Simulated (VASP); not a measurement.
# MgW (P2/c) in VASP: single point with PBE

Aim: the single point of MgW with PBE.

Program: VASP 6.6.1. These are calculated values, not measurements. Logs are shortened: lines on timing, memory, paths and dates and some standing lists are left out, and cuts for length are marked.

## (1) The cell of the first run

It takes space group P2/c (No. 13, monoclinic). The conventional cell has a = 4.904 Å, b = 5.494 Å, c = 4.990 Å, α = 90.00°, β = 93.90°, γ = 90.00°. Within 4.3 Å of Mg (site symmetry 2) lie 4 Mg at 3.24 to 4.25 Å and 8 W at 3.50 to 3.86 Å. W (site symmetry 2) has 2 W at 2.96 Å and 8 Mg at 3.50 to 3.86 Å within 3.9 Å.

## (2) Single point, PBE (strained)

INCAR reads:

```
SYSTEM = MgW
ALGO = Normal
EDIFF = 1E-6
ENCUT = 600
GGA = PE
GGA_COMPAT = .FALSE.
ISIF = 2
ISMEAR = 0
LASPH = .TRUE.
LCHARG = .FALSE.
LREAL = .FALSE.
LWAVE = .FALSE.
NBANDS = 24
NELM = 120
PREC = Accurate
SIGMA = 0.1
```

KPOINTS reads:

```
k-points
0
G
  10 8 8
  0 0 0
```

POSCAR reads:

```
MgW
1.0
    4.9009428000      0.0000000000      0.1784016000
    0.0000000000      5.4935960000      0.0000000000
    0.1578694190      0.0000000000      4.9876693600
Mg W
2 2
Direct
    0.5000000000      0.3125836466      0.7500000000
    0.5000000000      0.6874163534      0.2500000000
    0.0000000000      0.8547380591      0.7500000000
    0.0000000000      0.1452619409      0.2500000000
```

Potentials or basis: VASP PAW PBE potentials, release 64 (Mg, W_sv).

On the command line:

```console
$ cat potpaw_PBE.64/Mg/POTCAR potpaw_PBE.64/W_sv/POTCAR > POTCAR
$ mpirun -np 1 vasp_std > vasp.out
```

OUTCAR:

```text
SYSTEM = MgW
   EDIFF = 1E-6
   ENCUT = 600
   GGA = PE
   ISIF = 2
   ISMEAR = 0
   LASPH = .TRUE.
   LREAL = .FALSE.
   NELM = 120
   PREC = Accurate

 ion  position               nearest neighbor table
   1  0.500  0.313  0.750-   2 3.24   2 3.24   4 3.50   4 3.50   3 3.51   3 3.51
   2  0.500  0.687  0.250-   1 3.24   1 3.24   3 3.50   3 3.50   4 3.51   4 3.51
   3  0.000  0.855  0.750-   4 2.96   4 2.96   2 3.50   2 3.50   1 3.51   1 3.51
   4  0.000  0.145  0.250-   3 2.96   3 2.96   1 3.50   1 3.50   2 3.51   2 3.51

  LATTYP: Found a simple monoclinic cell.
 ALAT       =     4.9041887667
 B/A-ratio  =     1.1201844507
 C/A-ratio  =     1.0175316263
 COS(beta)  =    -0.0679743431

  Lattice vectors:

 A1 = (   4.9009428000,   0.0000000000,   0.1784016000)
 A2 = (   0.0000000000,  -5.4935960000,   0.0000000000)
 A3 = (  -0.1578694190,   0.0000000000,  -4.9876693600)

Analysis of symmetry for initial positions (statically):
=====================================================================
 Subroutine PRICEL returns:
 Original cell was already a primitive cell.

 Routine SETGRP: Setting up the symmetry group for a
 simple monoclinic supercell.

 Subroutine GETGRP returns: Found  4 space group operations
 (whereof  2 operations were pure point group operations)
 out of a pool of  4 trial point group operations.

The static configuration has the point symmetry S_2 .
 The point group associated with its full space group is C_2h.

Analysis of symmetry for dynamics (positions and initial velocities):
=====================================================================
 Subroutine PRICEL returns:
 Original cell was already a primitive cell.

 Routine SETGRP: Setting up the symmetry group for a
 simple monoclinic supercell.

 Subroutine GETGRP returns: Found  4 space group operations
 (whereof  2 operations were pure point group operations)
 out of a pool of  4 trial point group operations.

The dynamic configuration has the point symmetry S_2 .
 The point group associated with its full space group is C_2h.

 Subroutine INISYM returns: Found  4 space group operations
 (whereof  2 operations are pure point group operations),
 and found     1 'primitive' translations

----------------------------------------------------------------------------------------

                                     Primitive cell

  volume of cell :     134.1323

  direct lattice vectors                    reciprocal lattice vectors
     4.900942800  0.000000000  0.178401600     0.204277737  0.000000000 -0.006465787
     0.000000000  5.493596000  0.000000000     0.000000000  0.182030131  0.000000000
     0.157869419  0.000000000  4.987669360    -0.007306714  0.000000000  0.200725717

  length of vectors
     4.904188767  5.493596000  4.990167171     0.204380039  0.182030131  0.200858660

  position of ions in fractional coordinates (direct lattice)
     0.500000000  0.312583647  0.750000000
     0.500000000  0.687416353  0.250000000
     0.000000000  0.854738059  0.750000000
     0.000000000  0.145261941  0.250000000

  ion indices of the primitive-cell ions
   primitive index   ion index
                 1           1
                 2           2
                 3           3
                 4           4

----------------------------------------------------------------------------------------

 KPOINTS: k-points

Automatic generation of k-mesh.
 Grid dimensions read from file:
 generate k-points for:   10    8    8

 Generating k-lattice:

  Cartesian coordinates                     Fractional coordinates (reciprocal lattice)
     0.020427774  0.000000000 -0.000646579     0.100000000  0.000000000  0.000000000
     0.000000000  0.022753766  0.000000000     0.000000000  0.125000000  0.000000000
    -0.000913339  0.000000000  0.025090715     0.000000000  0.000000000  0.125000000

  Length of vectors
     0.020438004  0.022753766  0.025107333

  Shift w.r.t. Gamma in fractional coordinates (k-lattice)
     0.000000000  0.000000000  0.000000000

 Subroutine IBZKPT returns following result:
 ===========================================

 Found    210 irreducible k-points:

 Following reciprocal coordinates:
            Coordinates               Weight
  0.000000  0.000000  0.000000      1.000000
  0.100000  0.000000  0.000000      2.000000
  0.200000  0.000000  0.000000      2.000000
  0.300000  0.000000  0.000000      2.000000
  0.400000  0.000000  0.000000      2.000000
  0.500000  0.000000  0.000000      1.000000
[... 16 lines left out ...]
  0.400000  0.375000  0.000000      4.000000
  0.500000  0.375000  0.000000      2.000000
 [... further k-points ...]
   k-points           NKPTS =    210   k-points in BZ     NKDIM =    210   number of bands    NBANDS=     24
   number of dos      NEDOS =    301   number of ions     NIONS =      4
   total plane-waves  NPLWV =  76800
   dimension x,y,z NGX =    40 NGY =   48 NGZ =   40
   dimension x,y,z NGXF=    80 NGYF=   96 NGZF=   80
   ions per type =               2   2
   NGX,Y,Z   is equivalent  to a cutoff of  13.56, 14.53, 13.33 a.u.
   NGXF,Y,Z  is equivalent  to a cutoff of  27.12, 29.05, 26.65 a.u.
 SYSTEM =  MgW
   PREC   = accura    normal or accurate (medium, high low for compatibility)
   ISTART =      0    job   : 0-new  1-cont  2-samecut
   ICHARG =      2    charge: 1-file 2-atom 10-const
   ISPIN  =      1    spin polarized calculation?
   LNONCOLLINEAR =      F non collinear calculations
   LSORBIT =      F    spin-orbit coupling
   LASPH  =      T    aspherical Exc in radial PAW
   ENCUT  =  600.0 eV  44.10 Ry    6.64 a.u.   9.79 10.97  9.97*2*pi/ulx,y,z
   NELM   =    120;   NELMIN=  2; NELMDL= -5     # of ELM steps
   EDIFF  = 0.1E-05   stopping-criterion for ELM
   LREAL  =      F    real-space projection
[... 7 lines left out ...]
   TEBEG  =    0.0;   TEEND  =   0.0 temperature during run
   PSTRESS=    0.0 pullay stress
   NELECT =      32.0000    total number of electrons
   NUPDOWN=      -1.0000    fix difference up-down
   EMIN   =  10.00;   EMAX   =-10.00  energy-range for DOS
   EFERMI =   0.00;   METHOD = LEGACY
   ISMEAR =     0;   SIGMA  =   0.10  broadening in eV -4-tet -1-fermi 0-gaus
   EFERMI_NEDOS =   21; number of points for ismear=-14 and -15
   IALGO  =     38    algorithm
   IMIX   =      4    mixing-type and parameters
     AMIX     =   0.40;   BMIX     =  1.00
     AMIX_MAG =   1.60;   BMIX_MAG =  1.00
  volume/ion in A,a.u.               =      33.53       226.29
  Fermi-wavevector in a.u.,A,eV,Ry     =   1.015345  1.918724 14.026598  1.030926
  Thomas-Fermi vector in A             =   2.148626
   LORBIT       =      0    0 simple, 1 ext, 2 COOP (PROOUT), +10 PAW based schemes
   GGA     = PE    functional components
   LHFCALC =     F    Hartree Fock is set to
   AEXX    =    0.0000 exact exchange contribution
   IVDW    =     0    specifies the selected vdW correction
   LEPSILON=     F    determine dielectric tensor
   LRPA    =     F    only Hartree local field effects (RPA)
 non-spin polarized calculation
 Gauss-broadening in eV      SIGMA  =   0.10
  energy-cutoff  :      600.00
  volume of cell :      134.13
 maximum number of plane-waves:      4502
   NGX = 19   NGY = 21   NGZ = 19

 number of electron      32.0000003 magnetization

 Free energy of the ion-electron system (eV)
  ---------------------------------------------------
  ext. energy  EPLUGINS =         0.00000000
  ---------------------------------------------------
  free energy    TOTEN  =       -19.75671223 eV

  energy without entropy =      -19.73802171  energy(sigma->0) =      -19.74736697

 E-fermi :   1.7914     XC(G=0):  -8.5195

 val. band max:        1.7879900643   @ k =   0.0000   0.2500   0.0000
 cond. band min:       1.7914948274   @ k =   0.4000   0.1250   0.0000
 fundamental gap:      0.0035047631
 Fermi energy:         1.7913977618

 k-point     1 :       0.0000    0.0000    0.0000
  band No.  band energies     occupation
      1     -72.4972      2.00000
      2     -72.4777      2.00000
      3     -36.7166      2.00000
      4     -36.6816      2.00000
      5     -36.6121      2.00000
      6     -36.5510      2.00000
[... 16 lines left out ...]
     23       3.7583      0.00000
     24       5.6766      0.00000

 k-point     2 :       0.1000    0.0000    0.0000
  band No.  band energies     occupation
      1     -72.4972      2.00000
      2     -72.4777      2.00000
      3     -36.7167      2.00000
      4     -36.6817      2.00000
      5     -36.6121      2.00000
      6     -36.5510      2.00000
[... 16 lines left out ...]
     23       4.0230      0.00000
     24       5.5915      0.00000

 k-point     3 :       0.2000    0.0000    0.0000
  band No.  band energies     occupation
      1     -72.4972      2.00000
      2     -72.4777      2.00000
      3     -36.7168      2.00000
      4     -36.6818      2.00000
      5     -36.6120      2.00000
      6     -36.5510      2.00000
[... 16 lines left out ...]
     23       4.3074      0.00000
     24       5.3725      0.00000

 k-point     4 :       0.3000    0.0000    0.0000
  band No.  band energies     occupation
      1     -72.4972      2.00000
      2     -72.4777      2.00000
      3     -36.7170      2.00000
      4     -36.6820      2.00000
      5     -36.6120      2.00000
      6     -36.5510      2.00000
[... 16 lines left out ...]
     23       4.5888      0.00000
     24       5.1160      0.00000

 k-point     5 :       0.4000    0.0000    0.0000
  band No.  band energies     occupation
      1     -72.4972      2.00000
      2     -72.4777      2.00000
      3     -36.7172      2.00000
      4     -36.6821      2.00000
      5     -36.6120      2.00000
      6     -36.5510      2.00000
[... 451 lines left out ...]
 k-point    22 :       0.3000    0.3750    0.0000
  band No.  band energies     occupation
      1     -72.4972      2.00000
      2     -72.4777      2.00000
      3     -36.7169      2.00000
      4     -36.6820      2.00000
      5     -36.6113      2.00000
      6     -36.5507      2.00000
[... 16 lines left out ...]
     23       5.2360      0.00000
     24       5.8044      0.00000

 k-point    23 :       0.4000    0.3750    0.0000
  band No.  band energies     occupation
      1     -72.4972      2.00000
      2     -72.4777      2.00000
      3     -36.7171      2.00000
      4     -36.6822      2.00000
      5     -36.6113      2.00000
      6     -36.5507      2.00000
[... 16 lines left out ...]
     23       5.5054      0.00000
     24       5.8273      0.00000

 k-point    24 :       0.5000    0.3750    0.0000
  band No.  band energies     occupation
      1     -72.4972      2.00000
      2     -72.4777      2.00000
      3     -36.7171      2.00000
      4     -36.6822      2.00000
      5     -36.6113      2.00000
      6     -36.5507      2.00000
[... 16 lines left out ...]
     23       5.6726      0.00000
     24       5.7022      0.00000

 [... further k-points ...]

------------------------ aborting loop because EDIFF is reached ----------------------------------------

  FORCE on cell =-STRESS in cart. coord.  units (eV):
  Direction    XX          YY          ZZ          XY          YZ          ZX
  --------------------------------------------------------------------------------------
  -------------------------------------------------------------------------------------
  Total      -12.7613557    -14.3819106    -21.0666588      0.0000000      0.0000000     -0.7000138
  in kB     -152.4312672   -171.7883988   -251.6360791      0.0000000      0.0000000     -8.3614935
  external PRESSURE =    -191.9519150 kB  Pullay stress =       0.0000000 kB

 VOLUME and BASIS-vectors are now :
 -----------------------------------------------------------------------------
  energy-cutoff  :      600.00
  volume of cell :      134.13
      direct lattice vectors                 reciprocal lattice vectors
     4.900942800  0.000000000  0.178401600     0.204277737  0.000000000 -0.006465787
     0.000000000  5.493596000  0.000000000     0.000000000  0.182030131  0.000000000
     0.157869419  0.000000000  4.987669360    -0.007306714  0.000000000  0.200725717

 POSITION                                       TOTAL-FORCE (eV/Angst)
 -----------------------------------------------------------------------------------
      2.56887      1.71721      3.82995         0.000000     -0.775995     -0.000000
      2.48994      3.77639      1.33612         0.000000      0.775995     -0.000000
      0.11840      4.69559      3.74075         0.000000      2.255454      0.000000
      0.03947      0.79801      1.24692        -0.000000     -2.255454     -0.000000
 -----------------------------------------------------------------------------------
    total drift:                               -0.000000      0.000000      0.000000

  FREE ENERGIE OF THE ION-ELECTRON SYSTEM (eV)
  ---------------------------------------------------
  free  energy   TOTEN  =       -19.7567122342 eV

  energy  without entropy=      -19.7380217085  energy(sigma->0) =      -19.74736697
```

It took 9.1 min on 1 thread of Intel Xeon Platinum 8488C (Sapphire Rapids), shared host; peak memory 0.81 GiB.

Results:

```yaml
Free_energy: -19.7567 eV
Pressure: -19.2 GPa
Largest_force: 2.255 eV/Å
Band_gap_on_the_k_mesh: zero (bands 16 and 17 overlap by 0.18 eV)
```

Forces on the atoms (eV/Å):
```
Mg   0.000 -0.776  0.000
Mg   0.000  0.776  0.000
W    0.000  2.255  0.000
W    0.000 -2.255  0.000
```

Levels at points of the mesh, in eV from the Fermi level:
| k point | band 14 | band 15 | band 16 | band 17 | band 18 | band 19 |
| --- | --- | --- | --- | --- | --- | --- |
| (0.00, 0.00, 0.00) | -0.47 | -0.47 | -0.18 | 0.30 | 1.22 | 1.23 |
| (0.50, 0.00, 0.00) | -0.75 | -0.37 | -0.06 | 0.48 | 0.70 | 1.20 |
| (0.00, 0.50, 0.00) | -0.58 | -0.37 | -0.13 | 0.22 | 0.25 | 1.22 |
| (0.50, 0.50, 0.00) | -0.73 | -0.59 | -0.01 | 0.22 | 0.59 | 0.78 |
| (0.00, 0.00, 0.50) | -0.71 | -0.36 | -0.36 | 0.63 | 0.63 | 1.38 |
| (0.50, 0.00, 0.50) | -1.14 | -0.75 | -0.75 | 0.40 | 0.40 | 1.75 |
| (0.00, 0.50, 0.50) | -0.94 | -0.74 | -0.74 | 0.21 | 0.21 | 0.99 |
| (0.50, 0.50, 0.50) | -0.65 | -0.36 | -0.36 | 0.32 | 0.32 | 0.48 |

Caveat: the cell differs from its parent crystal (strained); the stress differs along the axes, from -25 to -15 GPa; spin-orbit coupling is left out, which moves the levels of the heavy elements; forces of over 1 eV/Å act on the atoms, so gaps and moduli don't describe the material at rest.
